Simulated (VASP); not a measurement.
Crystal: Si2Mo.

```
Mo Si
1.0
     4.58547    0.00000    0.00000
    -2.29274    3.97113    0.00000
     0.00000    0.00000    6.57976
Mo Si
3 6
Direct
  0.50000 0.50000 0.83333
  0.00000 0.50000 0.16667
  0.50000 0.00000 0.50000
  0.16387 0.32775 0.50000
  0.67225 0.83613 0.16667
  0.83613 0.16387 0.83333
  0.83613 0.67225 0.50000
  0.32775 0.16387 0.16667
  0.16387 0.83613 0.83333
```

* Program: VASP 6.6.1
* Task: relaxation of cell and atoms
* Functional: BLYP
* Potentials or basis: VASP PAW PBE potentials, release 64 (Mo_sv, Si)
* Cutoff: 600 eV
* k mesh: 5 × 5 × 3
* Occupations: fermi-dirac, width 0.05 eV
* Spin: no spin polarisation

At the start: pressure 13.5 GPa; volume 13.31 Å³/atom.

Question: Where does the relaxation end?

Answer: Over 6 steps the energy falls by 37.4 meV/atom and the volume is 14.25 Å³/atom (+7.0 %); space group P6_222 (No. 180, to 0.05 Å).

The path:
| step | energy change (eV) | largest force (eV/Å) | pressure (GPa) | volume (Å³) |
| --- | --- | --- | --- | --- |
| 1 | 0.0000 | 0.0031 | 13.49 | 119.81 |
| 2 | 0.1863 | 0.0717 | -12.57 | 140.32 |
| 3 | -0.3308 | 0.0291 | -0.28 | 128.35 |
| 4 | -0.3310 | 0.0285 | -0.05 | 128.18 |
| 5 | -0.3360 | 0.0042 | 0.02 | 128.22 |
| 6 | -0.3362 | 0.0015 | 0.03 | 128.23 |

Final structure:
```xyz
9
Lattice="4.7085 0.0000 0.0000 -2.3542 4.0777 0.0000 0.0000 0.0000 6.6786" Properties=species:S:1:pos:R:3 pbc="T T T"
Mo    1.1771    2.0388    5.5655
Mo   -1.1771    2.0388    1.1131
Mo    2.3543    0.0000    3.3393
Si    0.0000    1.3379    3.3393
Si    1.1956    3.4087    1.1131
Si    3.5499    0.6689    5.5655
Si    2.3542    2.7398    3.3393
Si    1.1586    0.6689    1.1131
Si   -1.1956    3.4087    5.5655
```

Caveat: the PAW data sets were made with another functional, which shifts forces and pressure a little.
